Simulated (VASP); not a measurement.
# As (P6/mmm) in VASP: notebook, part 2 of 2

VASP 6.6.1.

### 3 Single point, revPBE (21.83 Å³/atom)

This run uses another cell than the first one, of 21.83 Å³/atom.

Input file INCAR:

```
SYSTEM = As
PREC = Accurate ; ENCUT = 520
EDIFF = 1E-6 ; ISMEAR = -1
SIGMA = 0.1 ; LREAL = .FALSE.
LASPH = .TRUE. ; NELM = 80
ALGO = Normal ; ISIF = 2
LWAVE = .FALSE. ; LCHARG = .TRUE.
GGA = RE ; LELF = .TRUE.
LVHAR = .TRUE. ; NBANDS = 14
```

Input file KPOINTS:

```
regular mesh
0
G
  9 9 12
  0 0 0
```

Input file POSCAR:

```
As
1.0
    5.0617750053      0.0000000000      0.0000000000
   -2.5308875026      4.3836257428      0.0000000000
    0.0000000000      0.0000000000      2.9513055680
As
3
Direct
    1.0000000000      1.0000000000      0.0000000000
    0.3333333333      0.6666666667      0.5000000000
    0.6666666667      0.3333333333      0.5000000000
```

Potentials or basis: VASP PAW PBE potentials, release 64 (As).

The run is started by

```console
cat potpaw_PBE.64/As/POTCAR > POTCAR
mpirun -np 1 vasp_std > vasp.out
```

OUTCAR:

```text
SYSTEM = As
   PREC = Accurate
   ENCUT = 520
   EDIFF = 1E-6
   ISMEAR = -1
   LREAL = .FALSE.
   LASPH = .TRUE.
   NELM = 80
   ISIF = 2
   GGA = RE

 ion  position               nearest neighbor table
   1  0.000  0.000  0.000-
   2  0.333  0.667  0.500-
   3  0.667  0.333  0.500-

  LATTYP: Found a hexagonal cell.
 ALAT       =     5.0617750053
 C/A-ratio  =     0.5830574383

  Lattice vectors:

 A1 = (   5.0617750053,   0.0000000000,   0.0000000000)
 A2 = (  -2.5308875026,   4.3836257428,   0.0000000000)
 A3 = (   0.0000000000,   0.0000000000,   2.9513055680)

Analysis of symmetry for initial positions (statically):
=====================================================================
 Subroutine PRICEL returns:
 Original cell was already a primitive cell.

 Routine SETGRP: Setting up the symmetry group for a
 hexagonal supercell.

 Subroutine GETGRP returns: Found 24 space group operations
 (whereof 24 operations were pure point group operations)
 out of a pool of 24 trial point group operations.

The static configuration has the point symmetry D_6h.

Analysis of symmetry for dynamics (positions and initial velocities):
=====================================================================
 Subroutine PRICEL returns:
 Original cell was already a primitive cell.

 Routine SETGRP: Setting up the symmetry group for a
 hexagonal supercell.

 Subroutine GETGRP returns: Found 24 space group operations
 (whereof 24 operations were pure point group operations)
 out of a pool of 24 trial point group operations.

The dynamic configuration has the point symmetry D_6h.

 Subroutine INISYM returns: Found 24 space group operations
 (whereof 24 operations are pure point group operations),
 and found     1 'primitive' translations

----------------------------------------------------------------------------------------

                                     Primitive cell

  volume of cell :      65.4863

  direct lattice vectors                    reciprocal lattice vectors
     5.061775005  0.000000000  0.000000000     0.197559156  0.114060832  0.000000000
    -2.530887503  4.383625743  0.000000000     0.000000000  0.228121664  0.000000000
     0.000000000  0.000000000  2.951305568     0.000000000  0.000000000  0.338833095

  length of vectors
     5.061775005  5.061775005  2.951305568     0.228121664  0.228121664  0.338833095

  position of ions in fractional coordinates (direct lattice)
     0.000000000  0.000000000  0.000000000
     0.333333333  0.666666667  0.500000000
     0.666666667  0.333333333  0.500000000

  ion indices of the primitive-cell ions
   primitive index   ion index
                 1           1
                 2           2
                 3           3

----------------------------------------------------------------------------------------

 KPOINTS: regular mesh

Automatic generation of k-mesh.
 Grid dimensions read from file:
 generate k-points for:    9    9   12

[... 25 lines left out ...]
  0.111111  0.111111  0.000000      6.000000
[... 16 lines left out ...]
  0.333333  0.222222  0.083333     24.000000
  0.333333  0.333333  0.083333      4.000000
 [... further k-points ...]
   k-points           NKPTS =     84   k-points in BZ     NKDIM =     84   number of bands    NBANDS=     14
   number of dos      NEDOS =    301   number of ions     NIONS =      3
   total plane-waves  NPLWV =  38400
   dimension x,y,z NGX =    40 NGY =   40 NGZ =   24
   dimension x,y,z NGXF=    80 NGYF=   80 NGZF=   48
   ions per type =               3
   NGX,Y,Z   is equivalent  to a cutoff of  13.14, 13.14, 13.52 a.u.
   NGXF,Y,Z  is equivalent  to a cutoff of  26.27, 26.27, 27.04 a.u.
 SYSTEM =  As
   PREC   = accura    normal or accurate (medium, high low for compatibility)
   ISTART =      0    job   : 0-new  1-cont  2-samecut
   ICHARG =      2    charge: 1-file 2-atom 10-const
   ISPIN  =      1    spin polarized calculation?
   LNONCOLLINEAR =      F non collinear calculations
   LSORBIT =      F    spin-orbit coupling
   LASPH  =      T    aspherical Exc in radial PAW
   ENCUT  =  520.0 eV  38.22 Ry    6.18 a.u.   9.41  9.41  5.49*2*pi/ulx,y,z
   NELM   =     80;   NELMIN=  2; NELMDL= -5     # of ELM steps
   EDIFF  = 0.1E-05   stopping-criterion for ELM
   LREAL  =      F    real-space projection
   EDIFFG = 0.1E-04   stopping-criterion for IOM
   NSW    =      0    number of steps for IOM
   IBRION =     -1    ionic relax: 0-MD 1-quasi-New 2-CG
   NFREE  =      0    steps in history (QN), initial steepest desc. (CG)
   ISIF   =      2    stress and relaxation
   ISYM   =      2    0-nonsym 1-usesym 2-fastsym
   POTIM  = 0.5000    time-step for ionic-motion
   TEBEG  =    0.0;   TEEND  =   0.0 temperature during run
   PSTRESS=    0.0 pullay stress
   NELECT =      15.0000    total number of electrons
   NUPDOWN=      -1.0000    fix difference up-down
   EMIN   =  10.00;   EMAX   =-10.00  energy-range for DOS
   EFERMI =   0.00;   METHOD = LEGACY
   ISMEAR =    -1;   SIGMA  =   0.10  broadening in eV -4-tet -1-fermi 0-gaus
   EFERMI_NEDOS =   21; number of points for ismear=-14 and -15
   IALGO  =     38    algorithm
   IMIX   =      4    mixing-type and parameters
     AMIX     =   0.40;   BMIX     =  1.00
     AMIX_MAG =   1.60;   BMIX_MAG =  1.00
  volume/ion in A,a.u.               =      21.83       147.31
  Fermi-wavevector in a.u.,A,eV,Ry     =   1.001663  1.892869 13.651124  1.003329
  Thomas-Fermi vector in A             =   2.134100
   LORBIT       =      0    0 simple, 1 ext, 2 COOP (PROOUT), +10 PAW based schemes
   GGA     = RE    functional components
   LHFCALC =     F    Hartree Fock is set to
   AEXX    =    0.0000 exact exchange contribution
   IVDW    =     0    specifies the selected vdW correction
   LEPSILON=     F    determine dielectric tensor
   LRPA    =     F    only Hartree local field effects (RPA)
 non-spin polarized calculation
  energy-cutoff  :      520.00
  volume of cell :       65.49
 maximum number of plane-waves:      1798
 NGX is ok and might be reduce to    40
   NGX = 19   NGY = 19   NGZ = 11

 number of electron      14.9999999 magnetization

 Free energy of the ion-electron system (eV)
  ---------------------------------------------------
  ext. energy  EPLUGINS =         0.00000000
  ---------------------------------------------------
  free energy    TOTEN  =       -11.54233011 eV

  energy without entropy =      -11.48189182  energy(sigma->0) =      -11.51211097

 E-fermi :   5.0322     XC(G=0): -10.1373

 val. band max:        5.0249861880   @ k =   0.3333   0.1111   0.1667
 cond. band min:       5.0385388743   @ k =   0.2222   0.2222   0.1667
 fundamental gap:      0.0135526863
 Fermi energy:         5.0322165752

 k-point     1 :       0.0000    0.0000    0.0000
  band No.  band energies     occupation
      1      -8.8915      2.00000
      2      -4.6387      2.00000
      3      -4.4305      2.00000
      4       1.1101      2.00000
      5       1.1101      2.00000
      6       1.3849      2.00000
      7       1.3849      2.00000
      8       7.2303      0.00000
      9       9.7222      0.00000
     10       9.7222      0.00000
     11      10.4890      0.00000
     12      10.4904      0.00000
     13      12.0672      0.00000
     14      16.5804      0.00000
[... 377 lines left out ...]
      1      -6.6379      2.00000
      2      -6.6379      2.00000
      3      -6.5450      2.00000
      4       1.7613      2.00000
      5       2.1994      2.00000
      6       2.1994      2.00000
      7       7.0823      0.00000
      8       7.0823      0.00000
      9       8.0207      0.00000
     10       8.0754      0.00000
     11       8.4117      0.00000
     12       8.4117      0.00000
     13      12.9477      0.00000
     14      13.1515      0.00000

 [... further k-points ...]

------------------------ aborting loop because EDIFF is reached ----------------------------------------

  FORCE on cell =-STRESS in cart. coord.  units (eV):
  Direction    XX          YY          ZZ          XY          YZ          ZX
  --------------------------------------------------------------------------------------
  -------------------------------------------------------------------------------------
  Total       -2.6555494     -2.6555494     -2.7619557     -0.0000000     -0.0000000      0.0000000
  in kB      -64.9702416    -64.9702416    -67.5735624     -0.0000000     -0.0000000      0.0000000
  external PRESSURE =     -65.8380152 kB  Pullay stress =       0.0000000 kB

 VOLUME and BASIS-vectors are now :
 -----------------------------------------------------------------------------
  energy-cutoff  :      520.00
  volume of cell :       65.49
      direct lattice vectors                 reciprocal lattice vectors
     5.061775005  0.000000000  0.000000000     0.197559156  0.114060832  0.000000000
    -2.530887503  4.383625743  0.000000000     0.000000000  0.228121664  0.000000000
     0.000000000  0.000000000  2.951305568     0.000000000  0.000000000  0.338833095

 POSITION                                       TOTAL-FORCE (eV/Angst)
 -----------------------------------------------------------------------------------
      0.00000      0.00000      0.00000         0.000000      0.000000      0.000000
     -0.00000      2.92242      1.47565        -0.000000      0.000000      0.000000
      2.53089      1.46121      1.47565         0.000000     -0.000000      0.000000
 -----------------------------------------------------------------------------------
    total drift:                                0.000000     -0.000000      0.000000

  FREE ENERGIE OF THE ION-ELECTRON SYSTEM (eV)
  ---------------------------------------------------
  free  energy   TOTEN  =       -11.5423301067 eV

  energy  without entropy=      -11.4818918235  energy(sigma->0) =      -11.51211097
```

OSZICAR:

```text
N       E                     dE             d eps       ncg     rms          rms(c)
DAV:   1     0.411830836906E+02    0.41183E+02   -0.57759E+03  2352   0.872E+02
DAV:   2    -0.896876095508E+01   -0.50152E+02   -0.46556E+02  3198   0.130E+02
DAV:   3    -0.115442019655E+02   -0.25754E+01   -0.25434E+01  2682   0.290E+01
DAV:   4    -0.115583580052E+02   -0.14156E-01   -0.14149E-01  2892   0.252E+00
DAV:   5    -0.115583996937E+02   -0.41688E-04   -0.41688E-04  2862   0.146E-01    0.270E+00
DAV:   6    -0.115465031290E+02    0.11897E-01   -0.11649E-02  2724   0.582E-01    0.155E+00
DAV:   7    -0.115421487703E+02    0.43544E-02   -0.20916E-02  2598   0.788E-01    0.102E-01
DAV:   8    -0.115422742287E+02   -0.12546E-03   -0.24491E-04  2994   0.107E-01    0.645E-02
DAV:   9    -0.115423301278E+02   -0.55899E-04   -0.78408E-05  2652   0.662E-02    0.452E-03
DAV:  10    -0.115423301067E+02    0.21052E-07   -0.68010E-07  2244   0.567E-03
   1 F= -.11542330E+02 E0= -.11512111E+02  d E =-.604383E-01
```

stdout:

```text
POSCAR found type information on POSCAR As
 POSCAR found :  1 types and       3 ions
 scaLAPACK will be used
 -----------------------------------------------------------------------------
|                                                                             |
|                                                                             |
|     You enforced a specific xc type in the INCAR file but a different       |
|     I HOPE YOU KNOW WHAT YOU ARE DOING!                                     |
|                                                                             |
 -----------------------------------------------------------------------------

 LDA part: xc-table for (Slater+PW92), standard interpolation
 POSCAR, INCAR and KPOINTS ok, starting setup
 FFT: planning ... GRIDC
 FFT: planning ... GRID_SOFT
 FFT: planning ... GRID
 WAVECAR not read
 entering main loop
```

It took 73 s on 1 thread of Intel Xeon 8259CL, shared host; peak memory 0.22 GiB.

Results:

| Item | Value |
| --- | --- |
| Free energy | -11.5423 eV |
| Pressure | -6.6 GPa |
| Band gap on the k mesh | zero (an odd number of electrons rules out a gap without spin polarisation) |

Stress tensor (GPa, compression positive):
```
-6.50  0.00  0.00
 0.00 -6.50  0.00
 0.00  0.00 -6.76
```

Caveat: the cell stands under tension; the PAW data sets were made with another functional, which shifts forces and pressure a little.

### 4 Single point, revPBE

This run uses another cell than the first one, of 19.49 Å³/atom.

Input file INCAR:

```
  PREC = Accurate
  ENCUT = 520
  EDIFF = 1E-7
  ISMEAR = -1
  SIGMA = 0.1
  LREAL = False
  LASPH = True
  NELM = 100
  ALGO = Normal
  ISIF = 2
  LWAVE = False
  LCHARG = True
  GGA = RE
  LELF = True
  LVHAR = True
  NBANDS = 14
```

Input file KPOINTS:

```
Automatic mesh
0
Gamma
  10 10 15
```

Input file POSCAR:

```
As
1.0
    4.8741268704      0.0000000000      0.0000000000
   -2.4370634352      4.2211176911      0.0000000000
    0.0000000000      0.0000000000      2.8418959272
As
3
Direct
    1.0000000000      1.0000000000      0.0000000000
    0.3333333333      0.6666666667      0.5000000000
    0.6666666667      0.3333333333      0.5000000000
```

Potentials or basis: VASP PAW PBE potentials, release 64 (As).

The run is started by

```console
cat potpaw_PBE.64/As/POTCAR > POTCAR
mpirun -np 1 vasp_std > vasp.out
```

OUTCAR:

```text
PREC = Accurate
   ENCUT = 520
   EDIFF = 1E-7
   ISMEAR = -1
   LREAL = False
   LASPH = True
   NELM = 100
   ISIF = 2
   GGA = RE

 ion  position               nearest neighbor table
   1  0.000  0.000  0.000-
   2  0.333  0.667  0.500-   3 2.81   3 2.81   3 2.81
   3  0.667  0.333  0.500-   2 2.81   2 2.81   2 2.81

  LATTYP: Found a hexagonal cell.
 ALAT       =     4.8741268704
 C/A-ratio  =     0.5830574383

  Lattice vectors:

 A1 = (   4.8741268704,   0.0000000000,   0.0000000000)
 A2 = (  -2.4370634352,   4.2211176911,   0.0000000000)
 A3 = (   0.0000000000,   0.0000000000,   2.8418959272)

Analysis of symmetry for initial positions (statically):
=====================================================================
 Subroutine PRICEL returns:
 Original cell was already a primitive cell.

 Routine SETGRP: Setting up the symmetry group for a
 hexagonal supercell.

 Subroutine GETGRP returns: Found 24 space group operations
 (whereof 24 operations were pure point group operations)
 out of a pool of 24 trial point group operations.

The static configuration has the point symmetry D_6h.

[... 176 lines left out ...]
      7       2.0168      2.00000
      8       8.7118      0.00000
      9      11.7375      0.00000
     10      11.7375      0.00000
     11      12.6233      0.00000
     12      12.6407      0.00000
     13      13.3975      0.00000
     14      18.5542      0.00000
[... 377 lines left out ...]
      1      -6.9360      2.00000
      2      -6.1994      2.00000
      3      -4.4570      2.00000
      4       0.3127      2.00000
      5       3.9864      2.00000
      6       5.4489      1.99936
      7       7.2433      0.00010
      8       8.2064      0.00000
      9       8.6327      0.00000
     10       9.4478      0.00000
     11      10.0281      0.00000
     12      11.1900      0.00000
     13      14.1084      0.00000
     14      16.0713      0.00000

 [... further k-points ...]

------------------------ aborting loop because EDIFF is reached ----------------------------------------

  FORCE on cell =-STRESS in cart. coord.  units (eV):
  Direction    XX          YY          ZZ          XY          YZ          ZX
  --------------------------------------------------------------------------------------
  -------------------------------------------------------------------------------------
  Total        0.1483831      0.1483831     -0.1030233      0.0000000      0.0000000      0.0000000
  in kB        4.0659545      4.0659545     -2.8230168      0.0000000      0.0000000      0.0000000
  external PRESSURE =       1.7696308 kB  Pullay stress =       0.0000000 kB

 VOLUME and BASIS-vectors are now :
 -----------------------------------------------------------------------------
  energy-cutoff  :      520.00
  volume of cell :       58.47
      direct lattice vectors                 reciprocal lattice vectors
     4.874126870  0.000000000  0.000000000     0.205164951  0.118452040  0.000000000
    -2.437063435  4.221117691  0.000000000     0.000000000  0.236904079  0.000000000
     0.000000000  0.000000000  2.841895927     0.000000000  0.000000000  0.351877769

 POSITION                                       TOTAL-FORCE (eV/Angst)
 -----------------------------------------------------------------------------------
      0.00000      0.00000      0.00000         0.000000      0.000000     -0.000000
     -0.00000      2.81408      1.42095         0.000000     -0.000000      0.000000
      2.43706      1.40704      1.42095        -0.000000      0.000000     -0.000000
 -----------------------------------------------------------------------------------
    total drift:                               -0.000000      0.000000     -0.000000

  FREE ENERGIE OF THE ION-ELECTRON SYSTEM (eV)
  ---------------------------------------------------
  free  energy   TOTEN  =       -11.6994046315 eV

  energy  without entropy=      -11.6432624287  energy(sigma->0) =      -11.67133353
```

It took 67 s on 1 thread of Intel Xeon 8259CL, shared host; peak memory 0.22 GiB.

Results:

- Free energy: -11.6994 eV
- Pressure: 0.2 GPa
- Band gap on the k mesh: zero (an odd number of electrons rules out a gap without spin polarisation)

Levels at points of the mesh, in eV from the Fermi level:
```tsv
k point	band 5	band 6	band 7	band 8	band 9	band 10	band 11	band 12
(0.00, 0.00, 0.00)	-4.52	-4.24	-4.24	2.46	5.48	5.48	6.37	6.39
(0.50, 0.00, 0.00)	-1.36	-1.12	1.02	1.46	2.27	4.12	4.15	5.78
```

Caveat: the PAW data sets were made with another functional, which shifts forces and pressure a little.

### 5 Overview

```csv
cell,k mesh,gap on the mesh (eV),pressure (GPa)
"a = 5.001, b = 5.001, c = 2.916 Å, angles 90.0, 90.0, 120.0°, 3 atoms",9 × 9 × 12,none,-4.8
"a = 5.062, b = 5.062, c = 2.951 Å, angles 90.0, 90.0, 120.0°, 3 atoms",9 × 9 × 12,none,-6.6
"a = 4.874, b = 4.874, c = 2.842 Å, angles 90.0, 90.0, 120.0°, 3 atoms",10 × 10 × 15,none,0.2
```

Alike in all rows: task single point; level revPBE; potentials or basis VASP PAW PBE potentials, release 64 (As); no spin polarisation; cutoff (eV) 520; smearing fermi-dirac 0.1 eV.

Caveats: the PAW data sets were made with another functional, which shifts forces and pressure a little; the cell stands under tension (at least some runs).

Total energies depend on the potentials used, so only differences within one code and one set of settings carry meaning.
